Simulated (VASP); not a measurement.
# Si (P4_322) in VASP: a series of runs

Si is run at these levels: PBE; tasks: single point.

Everything below comes from runs of VASP 6.6.1. Logs are shortened: lines on timing, memory, paths and dates and some standing lists are left out, and cuts for length are marked.

## 1. The cell of the first run

Symmetry: P4_322, No. 95, tetragonal system. The conventional cell has a = 6.529 Å, b = 6.529 Å, c = 3.491 Å, α = 90.00°, β = 90.00°, γ = 90.00°. Within 2.9 Å of Si (site symmetry 1) lie 4 Si at 2.16 to 2.25 Å.

## 2. Single point, PBE

Contents of INCAR:

```
  PREC = Accurate
  ENCUT = 520
  EDIFF = 1E-6
  ISMEAR = 0
  SIGMA = 0.1
  LREAL = F
  LASPH = T
  NELM = 100
  ALGO = Normal
  ISIF = 2
  LWAVE = F
  LCHARG = T
  GGA = PE
  LELF = T
  LVHAR = T
  NBANDS = 26
```

Contents of KPOINTS:

```
regular mesh
0
Gamma
  4 4 6
```

Contents of POSCAR:

```
Si
1.0
    6.5286117500      0.0000000000      0.0000000000
    0.0000000000      6.5286117500      0.0000000000
    0.0000000000      0.0000000000      3.4909491700
Si
8
Direct
    0.1032208100      0.3296015700      0.2416469600
    0.8967791900      0.6703984300      0.7416469600
    0.6703984300      0.1032208100      0.9916469600
    0.3296015700      0.8967791900      0.4916469600
    0.3296015700      0.1032208100      0.0083530400
    0.6703984300      0.8967791900      0.5083530400
    0.8967791900      0.3296015700      0.7583530400
    0.1032208100      0.6703984300      0.2583530400
```

Potentials or basis: VASP PAW PBE potentials, release 64 (Si).

Run with:

```console
> cat potpaw_PBE.64/Si/POTCAR > POTCAR
> mpirun -np 1 vasp_std > vasp.out
```

OUTCAR:

```text
PREC = Accurate
   ENCUT = 520
   EDIFF = 1E-6
   ISMEAR = 0
   LREAL = F
   LASPH = T
   NELM = 100
   ISIF = 2
   GGA = PE

 ion  position               nearest neighbor table
   1  0.103  0.330  0.242-   7 2.16   8 2.23   5 2.24   7 2.25   2 3.13   2 3.13
   2  0.897  0.670  0.742-   8 2.16   7 2.23   6 2.24   8 2.25   1 3.13   1 3.13
   3  0.670  0.103  0.992-   6 2.16   5 2.23   7 2.24   6 2.25   4 3.13   4 3.13
   4  0.330  0.897  0.492-   5 2.16   6 2.23   8 2.24   5 2.25   3 3.13   3 3.13
   5  0.330  0.103  0.008-   4 2.16   3 2.23   1 2.24   4 2.25   6 3.13   6 3.13
   6  0.670  0.897  0.508-   3 2.16   4 2.23   2 2.24   3 2.25   5 3.13   5 3.13
   7  0.897  0.330  0.758-   1 2.16   2 2.23   3 2.24   1 2.25   8 3.13   8 3.13
   8  0.103  0.670  0.258-   2 2.16   1 2.23   4 2.24   2 2.25   7 3.13   7 3.13

  LATTYP: Found a simple tetragonal cell.
 ALAT       =     6.5286117500
 C/A-ratio  =     0.5347153888

  Lattice vectors:

 A1 = (   6.5286117500,   0.0000000000,   0.0000000000)
 A2 = (   0.0000000000,   6.5286117500,   0.0000000000)
 A3 = (   0.0000000000,   0.0000000000,   3.4909491700)

Analysis of symmetry for initial positions (statically):
=====================================================================
 Subroutine PRICEL returns:
 Original cell was already a primitive cell.

 Routine SETGRP: Setting up the symmetry group for a
 simple tetragonal supercell.

 Subroutine GETGRP returns: Found  8 space group operations
 (whereof  2 operations were pure point group operations)
 out of a pool of 16 trial point group operations.

The static configuration has the point symmetry C_2 .
 The point group associated with its full space group is D_4 .

Analysis of symmetry for dynamics (positions and initial velocities):
=====================================================================
 Subroutine PRICEL returns:
 Original cell was already a primitive cell.

 Routine SETGRP: Setting up the symmetry group for a
 simple tetragonal supercell.

 Subroutine GETGRP returns: Found  8 space group operations
 (whereof  2 operations were pure point group operations)
 out of a pool of 16 trial point group operations.

The dynamic configuration has the point symmetry C_2 .
 The point group associated with its full space group is D_4 .

 Subroutine INISYM returns: Found  8 space group operations
 (whereof  2 operations are pure point group operations),
 and found     1 'primitive' translations

----------------------------------------------------------------------------------------

                                     Primitive cell

  volume of cell :     148.7939

  direct lattice vectors                    reciprocal lattice vectors
     6.528611750  0.000000000  0.000000000     0.153171921  0.000000000  0.000000000
     0.000000000  6.528611750  0.000000000     0.000000000  0.153171921  0.000000000
     0.000000000  0.000000000  3.490949170     0.000000000  0.000000000  0.286455045

  length of vectors
     6.528611750  6.528611750  3.490949170     0.153171921  0.153171921  0.286455045

  position of ions in fractional coordinates (direct lattice)
     0.103220810  0.329601570  0.241646960
     0.896779190  0.670398430  0.741646960
     0.670398430  0.103220810  0.991646960
     0.329601570  0.896779190  0.491646960
     0.329601570  0.103220810  0.008353040
     0.670398430  0.896779190  0.508353040
     0.896779190  0.329601570  0.758353040
     0.103220810  0.670398430  0.258353040

  ion indices of the primitive-cell ions
   primitive index   ion index
                 1           1
                 2           2
                 3           3
                 4           4
                 5           5
                 6           6
                 7           7
                 8           8

----------------------------------------------------------------------------------------

 KPOINTS: regular mesh

Automatic generation of k-mesh.
 Grid dimensions read from file:
 generate k-points for:    4    4    6

 Generating k-lattice:

  Cartesian coordinates                     Fractional coordinates (reciprocal lattice)
     0.038292980  0.000000000  0.000000000     0.250000000  0.000000000  0.000000000
     0.000000000  0.038292980  0.000000000     0.000000000  0.250000000  0.000000000
     0.000000000  0.000000000  0.047742507     0.000000000  0.000000000  0.166666667

  Length of vectors
     0.038292980  0.038292980  0.047742507

  Shift w.r.t. Gamma in fractional coordinates (k-lattice)
     0.000000000  0.000000000  0.000000000

 Subroutine IBZKPT returns following result:
 ===========================================

 Found     24 irreducible k-points:

 Following reciprocal coordinates:
            Coordinates               Weight
  0.000000  0.000000  0.000000      1.000000
  0.250000  0.000000  0.000000      4.000000
  0.500000  0.000000  0.000000      2.000000
  0.250000  0.250000  0.000000      4.000000
  0.500000  0.250000  0.000000      4.000000
  0.500000  0.500000  0.000000      1.000000
[... 16 lines left out ...]
  0.500000  0.250000  0.500000      4.000000
  0.500000  0.500000  0.500000      1.000000
   k-points           NKPTS =     24   k-points in BZ     NKDIM =     24   number of bands    NBANDS=     26
   number of dos      NEDOS =    301   number of ions     NIONS =      8
   total plane-waves  NPLWV =  70000
   dimension x,y,z NGX =    50 NGY =   50 NGZ =   28
   dimension x,y,z NGXF=   100 NGYF=  100 NGZF=   56
   ions per type =               8
   NGX,Y,Z   is equivalent  to a cutoff of  12.73, 12.73, 13.33 a.u.
   NGXF,Y,Z  is equivalent  to a cutoff of  25.46, 25.46, 26.67 a.u.
 SYSTEM =  unknown system
   PREC   = accura    normal or accurate (medium, high low for compatibility)
   ISTART =      0    job   : 0-new  1-cont  2-samecut
   ICHARG =      2    charge: 1-file 2-atom 10-const
   ISPIN  =      1    spin polarized calculation?
   LNONCOLLINEAR =      F non collinear calculations
   LSORBIT =      F    spin-orbit coupling
   LASPH  =      T    aspherical Exc in radial PAW
   ENCUT  =  520.0 eV  38.22 Ry    6.18 a.u.  12.14 12.14  6.49*2*pi/ulx,y,z
   NELM   =    100;   NELMIN=  2; NELMDL= -5     # of ELM steps
   EDIFF  = 0.1E-05   stopping-criterion for ELM
   LREAL  =      F    real-space projection
[... 7 lines left out ...]
   TEBEG  =    0.0;   TEEND  =   0.0 temperature during run
   PSTRESS=    0.0 pullay stress
   NELECT =      32.0000    total number of electrons
   NUPDOWN=      -1.0000    fix difference up-down
   EMIN   =  10.00;   EMAX   =-10.00  energy-range for DOS
   EFERMI =   0.00;   METHOD = LEGACY
   ISMEAR =     0;   SIGMA  =   0.10  broadening in eV -4-tet -1-fermi 0-gaus
   EFERMI_NEDOS =   21; number of points for ismear=-14 and -15
   IALGO  =     38    algorithm
   IMIX   =      4    mixing-type and parameters
     AMIX     =   0.40;   BMIX     =  1.00
     AMIX_MAG =   1.60;   BMIX_MAG =  1.00
  volume/ion in A,a.u.               =      18.60       125.51
  Fermi-wavevector in a.u.,A,eV,Ry     =   0.980836  1.853511 13.089340  0.962039
  Thomas-Fermi vector in A             =   2.111797
   LORBIT       =      0    0 simple, 1 ext, 2 COOP (PROOUT), +10 PAW based schemes
   GGA     = PE    functional components
   LHFCALC =     F    Hartree Fock is set to
   AEXX    =    0.0000 exact exchange contribution
   IVDW    =     0    specifies the selected vdW correction
   LEPSILON=     F    determine dielectric tensor
   LRPA    =     F    only Hartree local field effects (RPA)
 non-spin polarized calculation
 Gauss-broadening in eV      SIGMA  =   0.10
  energy-cutoff  :      520.00
  volume of cell :      148.79
 maximum number of plane-waves:      4036
 NGX is ok and might be reduce to    50
   NGX = 25   NGY = 25   NGZ = 13

 number of electron      31.9999998 magnetization

 Free energy of the ion-electron system (eV)
  ---------------------------------------------------
  ext. energy  EPLUGINS =         0.00000000
  ---------------------------------------------------
  free energy    TOTEN  =       -37.88614132 eV

  energy without entropy =      -37.87962616  energy(sigma->0) =      -37.88288374

 E-fermi :   6.6360     XC(G=0):  -9.4403

 val. band max:        6.5753057109   @ k =   0.2500   0.0000   0.0000
 cond. band min:       6.6391248949   @ k =   0.0000   0.0000   0.0000
 fundamental gap:      0.0638191840
 Fermi energy:         6.6360184735

 k-point     1 :       0.0000    0.0000    0.0000
  band No.  band energies     occupation
      1      -6.9674      2.00000
      2      -5.3287      2.00000
      3      -3.6007      2.00000
      4      -3.6007      2.00000
      5      -0.0857      2.00000
      6       0.0878      2.00000
[... 18 lines left out ...]
     25      11.0412      0.00000
     26      11.6895      0.00000

 k-point     2 :       0.2500    0.0000    0.0000
  band No.  band energies     occupation
      1      -6.8152      2.00000
      2      -5.7197      2.00000
      3      -3.5174      2.00000
      4      -3.2628      2.00000
      5      -0.8976      2.00000
      6      -0.3525      2.00000
[... 18 lines left out ...]
     25      10.9768      0.00000
     26      11.3633      0.00000

 k-point     3 :       0.5000    0.0000    0.0000
  band No.  band energies     occupation
      1      -6.4776      2.00000
      2      -6.2362      2.00000
      3      -3.4183      2.00000
      4      -2.9628      2.00000
      5      -1.3379      2.00000
      6      -0.6745      2.00000
[... 572 lines left out ...]
 k-point    23 :       0.5000    0.2500    0.5000
  band No.  band energies     occupation
      1      -3.8571      2.00000
      2      -3.8571      2.00000
      3      -3.3235      2.00000
      4      -3.3235      2.00000
      5      -1.4570      2.00000
      6      -1.4570      2.00000
[... 18 lines left out ...]
     25      11.2225      0.00000
     26      11.2225      0.00000

 k-point    24 :       0.5000    0.5000    0.5000
  band No.  band energies     occupation
      1      -3.5604      2.00000
      2      -3.5604      2.00000
      3      -3.5601      2.00000
      4      -3.5601      2.00000
      5      -1.7940      2.00000
      6      -1.7940      2.00000
[... 18 lines left out ...]
     25      10.9994      0.00000
     26      10.9994      0.00000

------------------------ aborting loop because EDIFF is reached ----------------------------------------

  FORCE on cell =-STRESS in cart. coord.  units (eV):
  Direction    XX          YY          ZZ          XY          YZ          ZX
  --------------------------------------------------------------------------------------
  -------------------------------------------------------------------------------------
  Total       21.3689165     21.3689165     26.6464808      0.0000000      0.0000000      0.0000000
  in kB      230.0953674    230.0953674    286.9229140      0.0000000      0.0000000      0.0000000
  external PRESSURE =     249.0378829 kB  Pullay stress =       0.0000000 kB

 VOLUME and BASIS-vectors are now :
 -----------------------------------------------------------------------------
  energy-cutoff  :      520.00
  volume of cell :      148.79
      direct lattice vectors                 reciprocal lattice vectors
     6.528611750  0.000000000  0.000000000     0.153171921  0.000000000  0.000000000
     0.000000000  6.528611750  0.000000000     0.000000000  0.153171921  0.000000000
     0.000000000  0.000000000  3.490949170     0.000000000  0.000000000  0.286455045

 POSITION                                       TOTAL-FORCE (eV/Angst)
 -----------------------------------------------------------------------------------
      0.67389      2.15184      0.84358         1.576635     -0.810293      1.014011
      5.85472      4.37677      2.58905        -1.576635      0.810293      1.014011
      4.37677      0.67389      3.46179         0.810293      1.576635      1.014011
      2.15184      5.85472      1.71631        -0.810293     -1.576635      1.014011
      2.15184      0.67389      0.02916        -0.810293      1.576635     -1.014011
      4.37677      5.85472      1.77463         0.810293     -1.576635     -1.014011
      5.85472      2.15184      2.64737        -1.576635     -0.810293     -1.014011
      0.67389      4.37677      0.90190         1.576635      0.810293     -1.014011
 -----------------------------------------------------------------------------------
    total drift:                                0.000000     -0.000000     -0.000000

  FREE ENERGIE OF THE ION-ELECTRON SYSTEM (eV)
  ---------------------------------------------------
  free  energy   TOTEN  =       -37.8861413170 eV

  energy  without entropy=      -37.8796261605  energy(sigma->0) =      -37.88288374
```

Wall time 2 min (1 thread of Intel Xeon Platinum 8488C (Sapphire Rapids), shared host); peak memory 0.26 GiB.

What came out:

* Free energy: -37.8861 eV
* Pressure: 24.9 GPa
* Largest force: 2.042 eV/Å

Forces on the atoms (eV/Å):
```
Si   1.577 -0.810  1.014
Si  -1.577  0.810  1.014
Si   0.810  1.577  1.014
Si  -0.810 -1.577  1.014
Si  -0.810  1.577 -1.014
Si   0.810 -1.577 -1.014
Si  -1.577 -0.810 -1.014
Si   1.577  0.810 -1.014
```

Caveat: forces of over 1 eV/Å act on the atoms, so gaps and moduli don't describe the material at rest.

## 3. Single point, PBE

This run uses another cell than the first one, of 23.08 Å³/atom, 1.241 times its volume.

Contents of INCAR:

```
SYSTEM = Si
  ALGO = Normal
  EDIFF = 1E-7
  ENCUT = 520
  GGA = PE
  ISIF = 2
  ISMEAR = 0
  LASPH = .True.
  LCHARG = .False.
  LREAL = .False.
  LWAVE = .False.
  NBANDS = 26
  NELM = 100
  PREC = Accurate
  SIGMA = 0.1
```

Contents of KPOINTS:

```
k-points
0
Gamma
  4 4 6
  0 0 0
```

Contents of POSCAR:

```
Si
1.0
    7.0048976050      0.0000000000      0.0000000000
    0.0000000000      7.0048976050      0.0000000000
    0.0000000000      0.0000000000      3.7626202117
Si
8
Direct
    0.1057051255      0.3291973338      0.2415766655
    0.8942948745      0.6708026662      0.7415766655
    0.6708026662      0.1057051255      0.9915766655
    0.3291973338      0.8942948745      0.4915766655
    0.3291973338      0.1057051255      0.0084233345
    0.6708026662      0.8942948745      0.5084233345
    0.8942948745      0.3291973338      0.7584233345
    0.1057051255      0.6708026662      0.2584233345
```

Potentials or basis: VASP PAW PBE potentials, release 64 (Si).

Run with:

```console
> cat potpaw_PBE.64/Si/POTCAR > POTCAR
> mpirun -np 1 vasp_std > vasp.out
```

OUTCAR:

```text
SYSTEM = Si
   EDIFF = 1E-7
   ENCUT = 520
   GGA = PE
   ISIF = 2
   ISMEAR = 0
   LASPH = .True.
   LREAL = .False.
   NELM = 100
   PREC = Accurate

 ion  position               nearest neighbor table
   1  0.106  0.329  0.242-   7 2.34   5 2.38   8 2.39   7 2.44
   2  0.894  0.671  0.742-   8 2.34   6 2.38   7 2.39   8 2.44
   3  0.671  0.106  0.992-   6 2.34   7 2.38   5 2.39   6 2.44
   4  0.329  0.894  0.492-   5 2.34   8 2.38   6 2.39   5 2.44
   5  0.329  0.106  0.008-   4 2.34   1 2.38   3 2.39   4 2.44
   6  0.671  0.894  0.508-   3 2.34   2 2.38   4 2.39   3 2.44
   7  0.894  0.329  0.758-   1 2.34   3 2.38   2 2.39   1 2.44
[... 909 lines left out ...]
  Total       -0.1862366     -0.1862366      0.2492360      0.0000000      0.0000000      0.0000000
  in kB       -1.6161499     -1.6161499      2.1628545      0.0000000      0.0000000      0.0000000
  external PRESSURE =      -0.3564818 kB  Pullay stress =       0.0000000 kB

 VOLUME and BASIS-vectors are now :
 -----------------------------------------------------------------------------
  energy-cutoff  :      520.00
  volume of cell :      184.63
      direct lattice vectors                 reciprocal lattice vectors
     7.004897605  0.000000000  0.000000000     0.142757262  0.000000000  0.000000000
     0.000000000  7.004897605  0.000000000     0.000000000  0.142757262  0.000000000
     0.000000000  0.000000000  3.762620212     0.000000000  0.000000000  0.265772239

 POSITION                                       TOTAL-FORCE (eV/Angst)
 -----------------------------------------------------------------------------------
      0.74045      2.30599      0.90896        -0.033716      0.004722      0.002386
      6.26444      4.69890      2.79027         0.033716     -0.004722      0.002386
      4.69890      0.74045      3.73093        -0.004722     -0.033716      0.002386
      2.30599      6.26444      1.84962         0.004722      0.033716      0.002386
      2.30599      0.74045      0.03169         0.004722     -0.033716     -0.002386
      4.69890      6.26444      1.91300        -0.004722      0.033716     -0.002386
      6.26444      2.30599      2.85366         0.033716      0.004722     -0.002386
      0.74045      4.69890      0.97235        -0.033716     -0.004722     -0.002386
 -----------------------------------------------------------------------------------
    total drift:                                0.000000     -0.000000     -0.000000

  FREE ENERGIE OF THE ION-ELECTRON SYSTEM (eV)
  ---------------------------------------------------
  free  energy   TOTEN  =       -40.2933855231 eV

  energy  without entropy=      -40.2864753706  energy(sigma->0) =      -40.28993045
```

stdout:

```text
POSCAR found type information on POSCAR Si
 POSCAR found :  1 types and       8 ions
 scaLAPACK will be used
 LDA part: xc-table for (Slater+PW92), standard interpolation
 POSCAR, INCAR and KPOINTS ok, starting setup
 FFT: planning ... GRIDC
 FFT: planning ... GRID_SOFT
 FFT: planning ... GRID
 WAVECAR not read
 entering main loop
```

Wall time 2.5 min (1 thread of Intel Xeon Platinum 8488C (Sapphire Rapids), shared host); peak memory 0.29 GiB.

Results:

- Free energy: -40.2934 eV
- Pressure: 0.0 GPa
- Largest force: 0.034 eV/Å
- Band gap on the k mesh: zero (band 16 reaches 4.63 eV, above the bottom of band 17 at 4.60 eV)

Forces in eV/Å, atoms in the order of the input:
```
Si  -0.034  0.005  0.002
Si   0.034 -0.005  0.002
Si  -0.005 -0.034  0.002
Si   0.005  0.034  0.002
Si   0.005 -0.034 -0.002
Si  -0.005  0.034 -0.002
Si   0.034  0.005 -0.002
Si  -0.034 -0.005 -0.002
```

Stress tensor (GPa, compression positive):
```
-0.16  0.00  0.00
 0.00 -0.16  0.00
 0.00  0.00  0.22
```
